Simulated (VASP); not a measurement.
A run of VASP 6.6.1 is set up as follows.

Contents of INCAR:

```
SYSTEM = BAs3
  PREC = Accurate
  ENCUT = 520
  EDIFF = 1E-6
  ISMEAR = -1
  SIGMA = 0.2482
  LREAL = Auto
  LASPH = .TRUE.
  NELM = 100
  ALGO = Normal
  ISIF = 2
  LWAVE = .FALSE.
  LCHARG = .TRUE.
  GGA = PE
  LELF = .TRUE.
  LVHAR = .TRUE.
  ISYM = 0
  NBANDS = 61
```

The input KPOINTS:

```
Automatic mesh
0
Gamma
  1 1 1
  0.25 0.25 0.25
```

POSCAR

```
BAs3
1.0
    7.1150020000      0.1216840000     -0.0762260000
    0.1216840000      7.4579790000      0.0655730000
   -0.0762260000      0.0655730000      7.5605040000
B As
5 15
Direct
    0.0171143393      0.4687767180      0.9593207625
    0.2057414371      0.4663282348      0.5468924169
    0.0897009638      0.4940950323      0.1596305289
    0.2022878754      0.2740793405      0.4263467609
    0.0715710816      0.5606898652      0.3853065167
    0.6467848531      0.4440515558      0.2140279311
    0.9340197527      0.2812347013      0.3345469015
    0.6407694634      0.9620696492      0.0837443509
    0.7902990315      0.6614978986     -0.0052488654
    0.9481027294      0.2876272341      0.7097768215
    0.5617425674      0.4003723163      0.6185867735
    0.1524326010      0.0304809960      0.8764241904
    0.2908194077      0.7224347639      0.9920948108
    0.9316674708      0.9454371500      0.3262862019
    0.3445127963      0.3545074760      0.2514906035
    0.2537292896      0.7082414818      0.6564303451
    0.3432671838      0.8731862534      0.2579893407
    0.8526834355      0.6825987474      0.4800290562
    0.6982121461      0.8822539864      0.7264582994
    0.7059308241      0.1968248112      0.9314230757
```

Potentials or basis: VASP PAW PBE potentials, release 64 (B, As).

Launch:

```sh
$ cat potpaw_PBE.64/B/POTCAR potpaw_PBE.64/As/POTCAR > POTCAR
$ mpirun -np 1 vasp_std > vasp.out
```

Question: Estimate the pressure.

Answer: 5.3 GPa.

Question: Estimate the band gap on the k mesh.

Answer: 0.13 eV.

Forces in eV/Å, atoms in the order of the input:
```
B   -0.717  0.010 -1.125
B    0.898 -1.005  0.773
B    0.922  0.670  0.902
B   -1.626 -0.165  4.198
B    1.156 -0.639 -2.016
As   0.128  0.943 -0.019
As   0.244 -1.327  0.353
As  -1.125 -3.089  3.101
As   0.125  0.326 -1.646
As   1.177  0.855  0.718
As  -0.360  0.054  0.099
As   0.071 -0.189  0.732
As  -0.804 -0.600 -0.814
As   0.380  0.233 -1.323
As   1.144 -0.104 -3.693
As   0.590  0.002 -0.927
As  -0.326  0.657  1.310
As  -2.530  0.665  1.303
As   0.286 -0.574  0.377
As   0.366  3.277 -2.303
```

Caveat: the k points lie up to 0.88 Å⁻¹ apart.
